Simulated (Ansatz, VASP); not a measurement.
Two plane-wave programs on GaSb

```
CELL_PARAMETERS angstrom
-1.50221 2.58269 2.79346
1.50221 -2.58269 2.79346
1.50221 2.58269 -2.79346
ATOMIC_POSITIONS crystal
Ga 0.00000 0.00000 0.00000
Sb 0.50000 0.50000 0.00000
```

Alike in both runs: task single point; functional LDA; k mesh 8 × 8 × 8; occupations fermi-dirac, width 0.1 eV; no spin polarisation.

```csv
,VASP,Ansatz
version,VASP 6.6.1,Ansatz 0.2.0
potentials or method,"VASP PAW LDA potentials, release 64 (Ga_d, Sb), cutoff 500 eV","plane waves, PAW"
valence electrons in the cell,18,28
```

|  | VASP | Ansatz | Ansatz less VASP |
| --- | --- | --- | --- |
| pressure (GPa) | 1.6 | 1.5 | -0.12 |
| traceless stress, the component that is largest in VASP (GPa) | 3.18 | 3.17 | -0.018 |

LDA's correlation is that of Perdew and Zunger in VASP and of Perdew and Wang (1992) in Ansatz. VASP's potentials hold 18 valence electrons a cell and Ansatz's 28, so a difference there can come from the potentials and not from the codes. Ansatz's warnings: stress scf threshold loose.

Spin-orbit coupling is off throughout.
